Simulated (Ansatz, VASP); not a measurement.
## Mg5CdSe6 in VASP and in Ansatz

```
Mg Cd Se
1.0
     4.25885    0.00000    0.00000
    -2.12943    3.68828    0.00000
     0.00000    0.00000   20.82743
Mg Cd Se
5 1 6
Direct
  0.00000 0.00000 0.00122
  0.66667 0.33333 0.16636
  0.33333 0.66667 0.33155
  0.00000 0.00000 0.49651
  0.33333 0.66667 0.83595
  0.66667 0.33333 0.66820
  0.00000 0.00000 0.12573
  0.66667 0.33333 0.29087
  0.33333 0.66667 0.45605
  0.00000 0.00000 0.62067
  0.66667 0.33333 0.79638
  0.33333 0.66667 0.96050
```

Alike in both runs: functional PBE; k mesh 6 × 6 × 1; occupations gaussian, width 0.1 eV; no spin polarisation.

Ansatz relaxed the structure, and its values are those at the end. VASP's run is a single point on that final structure, the one shown.

|  | VASP | Ansatz |
| --- | --- | --- |
| version | VASP 6.6.1 | Ansatz 0.2.0 |
| potentials or method | VASP PAW PBE potentials, release 64 (Mg, Cd, Se), cutoff 520 eV | scalar-relativistic, plane waves, PAW |
| valence electrons in the cell | 58 | 166 |

|  | VASP | Ansatz | Ansatz less VASP |
| --- | --- | --- | --- |
| gap on the k mesh at the Fermi level (eV) | 1.69 | 1.70 | +0.005 |
| least direct gap on the mesh (eV) | 1.69 | 1.70 | +0.005 |
| pressure (GPa) | 0.2 | 0.2 | -0.01 |
| rms of the force components (eV/Å) | 0.007 | 0.006 | -0.0014 |

With one functional, cell and mesh, what is left measures potentials, basis and numerics. VASP's potentials hold 58 valence electrons a cell and Ansatz's 166, so a difference there can come from the potentials and not from the codes.
